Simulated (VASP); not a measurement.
Write the native input for VASP 6.6.1 that does the following.

| Property | Result |
| --- | --- |
| Task | single point |
| Functional | PBE |
| Potentials or basis | VASP PAW PBE potentials, release 64 (Dy_3, Bi_d, P), 4f in core |
| Cutoff | 500 eV |
| k mesh | 3 × 3 × 4 |
| Occupations | gaussian, width 0.1 eV |
| Spin | no spin polarisation |
| Dipole correction | no |
| Mended | yes |
| Further INCAR settings | ALGO = Normal; EDIFF = 1e-06; NBANDS = 33 |

The structure of Dy2BiP3 lies in POSCAR:

```
Dy2BiP3
1.0
    6.2526364300      0.0000000000      0.0000000000
   -3.1263182150      5.4149419890      0.0000000000
    0.0000000000      0.0000000000      4.1398030645
Dy Bi P
2 1 3
Direct
    0.3333333333      0.6666666667      0.0000000000
    0.6666666667      0.3333333333      0.0000000000
    0.0000000000      0.0000000000      0.0000000000
    0.5000000000      0.0000000000      0.5000000000
    0.5000000000      0.5000000000      0.5000000000
    0.0000000000      0.5000000000      0.5000000000
```

The cell was built from a structure type or drawn by symmetry, and may not be a known phase.

These files were run (other wordings do the same):

INCAR

```
PREC = Accurate ; ENCUT = 500
EDIFF = 1E-6 ; ISMEAR = 0
SIGMA = 0.1 ; LREAL = False
LASPH = True ; NELM = 200
ALGO = Normal ; ISIF = 2
LWAVE = False ; LCHARG = True
GGA = PE ; LELF = True
LVHAR = True ; NBANDS = 33
GGA_COMPAT = False ; LMAXMIX = 6
```

KPOINTS

```
Automatic mesh
0
Gamma
  3 3 4
```

Potentials or basis: VASP PAW PBE potentials, release 64 (Dy_3, Bi_d, P), 4f in core.

Command:

```sh
$ cat potpaw_PBE.64/Dy_3/POTCAR potpaw_PBE.64/Bi_d/POTCAR potpaw_PBE.64/P/POTCAR > POTCAR
$ mpirun -np 1 vasp_std > vasp.out
```

Results of the run:

```
Pressure               : 0.4 GPa
Band gap on the k mesh : zero (bands 24 and 25 overlap by 0.96 eV)
```

Caveat: the k points lie up to 0.39 Å⁻¹ apart, too coarse for converged energies and pressures of a metal; spin-orbit coupling is left out, which moves the levels of the heavy elements; the 4f electrons are frozen in the core, so they carry no moment and show no levels.

It took 31 s on 1 thread of AMD EPYC 9R45 96-Core Processor (Zen 5), with other jobs on the host, peak memory 0.23 GiB.
